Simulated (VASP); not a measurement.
# BaTiO3 in VASP: a series of runs

The runs below take BaTiO3 through single point, with r2SCAN.

Everything below comes from runs of VASP 6.6.1. Logs are shortened: lines on timing, memory, paths and dates and some standing lists are left out, and cuts for length are marked.

### Step 1. The cell of the first run

The structure is trigonal, space group R3m (No. 160). Conventional cell: a = 5.680 Å, b = 5.680 Å, c = 6.994 Å, α = 90.00°, β = 90.00°, γ = 120.00°. Within 3.7 Å of Ba (site symmetry 3m) lie 12 O at 2.83 to 2.87 Å and 8 Ti at 3.47 to 3.52 Å. Within 2.6 Å of Ti (site symmetry 3m) lie 6 O at 1.98 to 2.05 Å. Within 2.6 Å of O (site symmetry m) lie 2 Ti at 1.98 to 2.05 Å.

### Step 2. Single point, r2SCAN (atoms moved along the polar distortion)

POSCAR reads:

```
BaTiO3
1.0
    2.8401263243      1.6397476979      2.3314025156
   -2.8401263243      1.6397476979      2.3314025156
    0.0000000000     -3.2794953957      2.3314025156
Ba Ti O
1 1 3
Direct
   -0.0040186901     -0.0040186901     -0.0040186901
    0.4993318237      0.4993318237      0.4993318237
    0.4927245459      0.9903387746      0.4927245459
    0.4927245459      0.4927245459      0.9903387746
    0.9903387746      0.4927245459      0.4927245459
```

INCAR.step1 reads:

```
ALGO     = Normal         # electronic algorithm
EDIFF    = 1E-5           # SCF threshold, eV
ENCUT    = 660            # plane-wave cutoff, eV
GGA      = PE             # functional
GGA_COMPAT= F            
ISMEAR   = 0              # smearing method
LASPH    = T              # aspherical terms in the spheres
LCHARG   = F              # write CHGCAR
LREAL    = F              # projectors in reciprocal space
LWAVE    = T              # write WAVECAR
NBANDS   = 28             # bands
NELM     = 120            # most SCF steps
PREC     = Accurate       # precision mode
SIGMA    = 0.01           # smearing width, eV
```

INCAR.step2 reads:

```
ALGO     = Normal         # electronic algorithm
EDIFF    = 1E-6           # SCF threshold, eV
ENCUT    = 660            # plane-wave cutoff, eV
GGA_COMPAT= F            
ISIF     = 2              # what is computed and relaxed
ISMEAR   = 0              # smearing method
ISTART   = 1            
LASPH    = T              # aspherical terms in the spheres
LCHARG   = F              # write CHGCAR
LMIXTAU  = T            
LREAL    = F              # projectors in reciprocal space
LWAVE    = F              # write WAVECAR
METAGGA  = R2SCAN         # meta-GGA
NBANDS   = 28             # bands
NELM     = 120            # most SCF steps
PREC     = Accurate       # precision mode
SIGMA    = 0.01           # smearing width, eV
```

KPOINTS reads:

```
k-points
0
Gamma
  9 9 9
```

Potentials or basis: VASP PAW PBE potentials, release 64 (Ba_sv, Ti_sv, O).

Run with:

```bash
> cat potpaw_PBE.64/Ba_sv/POTCAR potpaw_PBE.64/Ti_sv/POTCAR potpaw_PBE.64/O/POTCAR > POTCAR
> cp INCAR.step1 INCAR
> mpirun -np 1 vasp_std > vasp.out
> cp INCAR.step2 INCAR
> mpirun -np 1 vasp_std > vasp.out
```

OUTCAR:

```text
EDIFF = 1E-6
   ENCUT = 660
   ISIF = 2
   ISMEAR = 0
   ISTART = 1
   LASPH = T
   LREAL = F
   METAGGA = R2SCAN
   NELM = 120
   PREC = Accurate

 ion  position               nearest neighbor table
   1  0.996  0.996  0.996-   3 2.83   5 2.83   4 2.83   3 2.84   5 2.84   5 2.84   3 2.84   4 2.84
                             4 2.84   5 2.87   3 2.87   4 2.87   2 3.47   2 3.47   2 3.47   2 3.47
   2  0.499  0.499  0.499-   4 1.98   3 1.98   5 1.98   4 2.05   3 2.05   5 2.05   1 3.47   1 3.47
                             1 3.47   1 3.47   1 3.49   1 3.49   1 3.49   1 3.52
   3  0.493  0.990  0.493-   2 1.98   2 2.05   1 2.83   1 2.84   1 2.84   1 2.87
   4  0.493  0.493  0.990-   2 1.98   2 2.05   1 2.83   1 2.84   1 2.84   1 2.87
   5  0.990  0.493  0.493-   2 1.98   2 2.05   1 2.83   1 2.84   1 2.84   1 2.87

  LATTYP: Found a trigonal (rhomboedric) cell.
 ALAT       =     4.0237454865
 COS(alpha) =     0.0035757120

  Lattice vectors:

 A1 = (   2.8401263243,   1.6397476979,   2.3314025156)
 A2 = (  -2.8401263243,   1.6397476979,   2.3314025156)
 A3 = (   0.0000000000,  -3.2794953957,   2.3314025156)

Analysis of symmetry for initial positions (statically):
=====================================================================
 Subroutine PRICEL returns:
 Original cell was already a primitive cell.

 Routine SETGRP: Setting up the symmetry group for a
 trigonal (rhombohedral) supercell.

 Subroutine GETGRP returns: Found  6 space group operations
 (whereof  6 operations were pure point group operations)
 out of a pool of 12 trial point group operations.

The static configuration has the point symmetry C_3v.

Analysis of symmetry for dynamics (positions and initial velocities):
=====================================================================
 Subroutine PRICEL returns:
 Original cell was already a primitive cell.

 Routine SETGRP: Setting up the symmetry group for a
 trigonal (rhombohedral) supercell.

 Subroutine GETGRP returns: Found  6 space group operations
 (whereof  6 operations were pure point group operations)
 out of a pool of 12 trial point group operations.

The dynamic configuration has the point symmetry C_3v.

 Subroutine INISYM returns: Found  6 space group operations
 (whereof  6 operations are pure point group operations),
 and found     1 'primitive' translations

[... 94 lines left out ...]
   ISPIN  =      1    spin polarized calculation?
   LNONCOLLINEAR =      F non collinear calculations
   LSORBIT =      F    spin-orbit coupling
   LASPH  =      T    aspherical Exc in radial PAW
   ENCUT  =  660.0 eV  48.51 Ry    6.96 a.u.   8.43  8.43  8.43*2*pi/ulx,y,z
   NELM   =    120;   NELMIN=  2; NELMDL=  0     # of ELM steps
   EDIFF  = 0.1E-05   stopping-criterion for ELM
   LREAL  =      F    real-space projection
   EDIFFG = 0.1E-04   stopping-criterion for IOM
   NSW    =      0    number of steps for IOM
   IBRION =     -1    ionic relax: 0-MD 1-quasi-New 2-CG
   NFREE  =      0    steps in history (QN), initial steepest desc. (CG)
   ISIF   =      2    stress and relaxation
   ISYM   =      2    0-nonsym 1-usesym 2-fastsym
   POTIM  = 0.5000    time-step for ionic-motion
   TEBEG  =    0.0;   TEEND  =   0.0 temperature during run
   PSTRESS=    0.0 pullay stress
   NELECT =      40.0000    total number of electrons
   NUPDOWN=      -1.0000    fix difference up-down
   EMIN   =  10.00;   EMAX   =-10.00  energy-range for DOS
   EFERMI =   0.00;   METHOD = LEGACY
   ISMEAR =     0;   SIGMA  =   0.01  broadening in eV -4-tet -1-fermi 0-gaus
   EFERMI_NEDOS =   21; number of points for ismear=-14 and -15
   IALGO  =     38    algorithm
   IMIX   =      4    mixing-type and parameters
     AMIX     =   0.40;   BMIX     =  1.00
     AMIX_MAG =   1.60;   BMIX_MAG =  1.00
  volume/ion in A,a.u.               =      13.03        87.92
  Fermi-wavevector in a.u.,A,eV,Ry     =   1.391448  2.629456 26.342628  1.936129
  Thomas-Fermi vector in A             =   2.515286
   LORBIT       =      0    0 simple, 1 ext, 2 COOP (PROOUT), +10 PAW based schemes
   METAGGA = R2SCAN    functional components
   LHFCALC =     F    Hartree Fock is set to
   AEXX    =    0.0000 exact exchange contribution
   IVDW    =     0    specifies the selected vdW correction
   LEPSILON=     F    determine dielectric tensor
   LRPA    =     F    only Hartree local field effects (RPA)
 non-spin polarized calculation
 Gauss-broadening in eV      SIGMA  =   0.01
  energy-cutoff  :      660.00
  volume of cell :       65.15
 maximum number of plane-waves:      2524
 NGX is ok and might be reduce to    36
   NGX = 17   NGY = 17   NGZ = 17

 number of electron      40.0000006 magnetization

 Free energy of the ion-electron system (eV)
  ---------------------------------------------------
  ext. energy  EPLUGINS =         0.00000000
  ---------------------------------------------------
  free energy    TOTEN  =       -74.25245982 eV

  energy without entropy =      -74.25245982  energy(sigma->0) =      -74.25245982

 E-fermi :   3.4154     XC(G=0): -11.8263

 val. band max:        3.3663472647   @ k =  -0.4444   0.4444   0.4444
 cond. band min:       5.5484623787   @ k =   0.0000   0.0000   0.0000
 fundamental gap:      2.1821151140
 Fermi energy:         3.4154093054

 k-point     1 :       0.0000    0.0000    0.0000
  band No.  band energies     occupation
      1     -55.5221      2.00000
      2     -30.6754      2.00000
      3     -30.6754      2.00000
      4     -30.6714      2.00000
      5     -22.1029      2.00000
      6     -14.4177      2.00000
[... 733 lines left out ...]
     27      12.0799      0.00000
     28      13.8026      0.00000

 [... further k-points ...]
[... 5 lines left out ...]
  --------------------------------------------------------------------------------------
  -------------------------------------------------------------------------------------
  Total       -0.6086302     -0.6086302     -1.1335681      0.0000000     -0.0000000     -0.0000000
  in kB      -14.9685894    -14.9685894    -27.8788589      0.0000000     -0.0000000     -0.0000000
  external PRESSURE =     -19.2720125 kB  Pullay stress =       0.0000000 kB

 VOLUME and BASIS-vectors are now :
 -----------------------------------------------------------------------------
  energy-cutoff  :      660.00
  volume of cell :       65.15
      direct lattice vectors                 reciprocal lattice vectors
     2.840126324  1.639747698  2.331402516     0.176048507  0.101641653  0.142975454
    -2.840126324  1.639747698  2.331402516    -0.176048507  0.101641653  0.142975454
     0.000000000 -3.279495396  2.331402516     0.000000000 -0.203283306  0.142975454

 POSITION                                       TOTAL-FORCE (eV/Angst)
 -----------------------------------------------------------------------------------
      0.00000      0.00000      6.96610        -0.000000     -0.000000     -0.003548
      0.00000      0.00000      3.49243        -0.000000      0.000000      0.193271
     -1.41329      0.81596      4.60636         0.069608     -0.040188     -0.063241
      0.00000     -1.63192      4.60636        -0.000000      0.080377     -0.063241
      1.41329      0.81596      4.60636        -0.069608     -0.040188     -0.063241
 -----------------------------------------------------------------------------------
    total drift:                               -0.000000      0.000002     -0.028326

  FREE ENERGIE OF THE ION-ELECTRON SYSTEM (eV)
  ---------------------------------------------------
  free  energy   TOTEN  =       -74.2524598229 eV

  energy  without entropy=      -74.2524598229  energy(sigma->0) =      -74.25245982
```

OSZICAR.step1:

```text
N       E                     dE             d eps       ncg     rms          rms(c)
DAV:   1     0.484852302679E+03    0.48485E+03   -0.23987E+04  4760   0.183E+03
DAV:   2     0.290950488228E+01   -0.48194E+03   -0.45929E+03  5380   0.471E+02
DAV:   3    -0.483178450079E+02   -0.51227E+02   -0.50717E+02  6524   0.147E+02
DAV:   4    -0.509653837281E+02   -0.26475E+01   -0.26418E+01  7348   0.285E+01
DAV:   5    -0.510430828170E+02   -0.77699E-01   -0.77684E-01  6352   0.384E+00    0.226E+01
DAV:   6    -0.402256518496E+02    0.10817E+02   -0.57967E+01  6896   0.657E+01    0.987E+00
DAV:   7    -0.401793128064E+02    0.46339E-01   -0.10417E+01  6416   0.232E+01    0.651E+00
DAV:   8    -0.400004112102E+02    0.17890E+00   -0.63336E-01  5788   0.692E+00    0.347E+00
DAV:   9    -0.400353250861E+02   -0.34914E-01   -0.38635E-01  6944   0.538E+00    0.167E+00
DAV:  10    -0.400073613310E+02    0.27964E-01   -0.19232E-01  5596   0.445E+00    0.581E-01
DAV:  11    -0.400024985029E+02    0.48628E-02   -0.22603E-02  6404   0.982E-01    0.168E-01
DAV:  12    -0.400027519497E+02   -0.25345E-03   -0.29720E-03  5828   0.514E-01    0.156E-01
DAV:  13    -0.400024354809E+02    0.31647E-03   -0.10597E-03  5796   0.342E-01    0.222E-02
DAV:  14    -0.400024364657E+02   -0.98480E-06   -0.36238E-05  5708   0.429E-02
   1 F= -.40002436E+02 E0= -.40002436E+02  d E =0.000000E+00
```

It took 21 min on 1 thread of Oxide Virtual Turin-like, shared host; peak memory 0.34 GiB.

Results:

| Property | Result |
| --- | --- |
| Free energy | -74.2525 eV |
| Pressure | -1.9 GPa |
| Largest force | 0.193 eV/Å |
| Band gap on the k mesh | 2.18 eV (least direct gap 2.33 eV) |

Forces in eV/Å, atoms in the order of the input:
```
Ba   0.000  0.000 -0.004
Ti   0.000  0.000  0.193
O    0.070 -0.040 -0.063
O    0.000  0.080 -0.063
O   -0.070 -0.040 -0.063
```

Caveat: the cell differs from its parent crystal (atoms moved along the polar distortion); the PAW data sets were made with another functional, which shifts forces and pressure a little; spin-orbit coupling is left out, which moves the levels of the heavy elements.

### Step 3. Single point, r2SCAN (atoms moved along the polar distortion)

POSCAR reads:

```
BaTiO3
1.0
    2.8401263243      1.6397476979      2.3314025156
   -2.8401263243      1.6397476979      2.3314025156
    0.0000000000     -3.2794953957      2.3314025156
Ba Ti O
1 1 3
Direct
   -0.0050753561     -0.0050753561     -0.0050753561
    0.4962648495      0.4962648495      0.4962648495
    0.4936219384      0.9926676298      0.4936219384
    0.4936219384      0.4936219384      0.9926676298
    0.9926676298      0.4936219384      0.4936219384
```

INCAR.step1 reads:

```
  PREC = Accurate
  ENCUT = 660
  ISMEAR = 0
  SIGMA = 0.01
  LREAL = False
  LASPH = True
  NELM = 120
  NBANDS = 28
  GGA = PE
  ALGO = Normal
  EDIFF = 1E-5
  LWAVE = True
  LCHARG = False
  GGA_COMPAT = False
```

INCAR.step2 reads:

```
  PREC = Accurate
  ENCUT = 660
  EDIFF = 1E-6
  ISMEAR = 0
  SIGMA = 0.01
  LREAL = False
  LASPH = True
  NELM = 120
  ALGO = Normal
  ISIF = 2
  LWAVE = False
  LCHARG = True
  METAGGA = R2SCAN
  LMIXTAU = True
  LELF = True
  LVHAR = True
  NBANDS = 28
  ISTART = 1
  GGA_COMPAT = False
```

KPOINTS reads:

```
regular mesh
0
Gamma
  9 9 9
```

Potentials or basis: VASP PAW PBE potentials, release 64 (Ba_sv, Ti_sv, O).

Run with:

```bash
> cat potpaw_PBE.64/Ba_sv/POTCAR potpaw_PBE.64/Ti_sv/POTCAR potpaw_PBE.64/O/POTCAR > POTCAR
> cp INCAR.step1 INCAR
> mpirun -np 1 vasp_std > vasp.out
> cp INCAR.step2 INCAR
> mpirun -np 1 vasp_std > vasp.out
```

Run time: 12 min. Hardware: 1 thread of Oxide Virtual Turin-like, shared host; peak memory 0.34 GiB.

It converged, with:

```
Free energy            : -74.2473 eV
Pressure               : -2.1 GPa
Largest force          : 0.079 eV/Å
Band gap on the k mesh : 2.14 eV (least direct gap 2.26 eV)
```

Forces in eV/Å, atoms in the order of the input:
```
Ba   0.000  0.000  0.001
Ti   0.000  0.000  0.079
O    0.032 -0.018 -0.027
O    0.000  0.037 -0.027
O   -0.032 -0.018 -0.027
```

Stress tensor (GPa, compression positive):
```
-1.66  0.00  0.00
 0.00 -1.66  0.00
 0.00  0.00 -3.05
```

Levels at points of the mesh, in eV from the valence-band top:
```
           k point  band 16  band 17  band 18  band 19  band 20  band 21  band 22  band 23  band 24  band 25
(0.00, 0.00, 0.00)    -1.07    -1.05    -0.16    -0.13    -0.13     2.14     2.14     2.16     4.10     4.10
```

Caveat: the cell differs from its parent crystal (atoms moved along the polar distortion); the PAW data sets were made with another functional, which shifts forces and pressure a little; spin-orbit coupling is left out, which moves the levels of the heavy elements.

(Continued in part 2 of 2.)
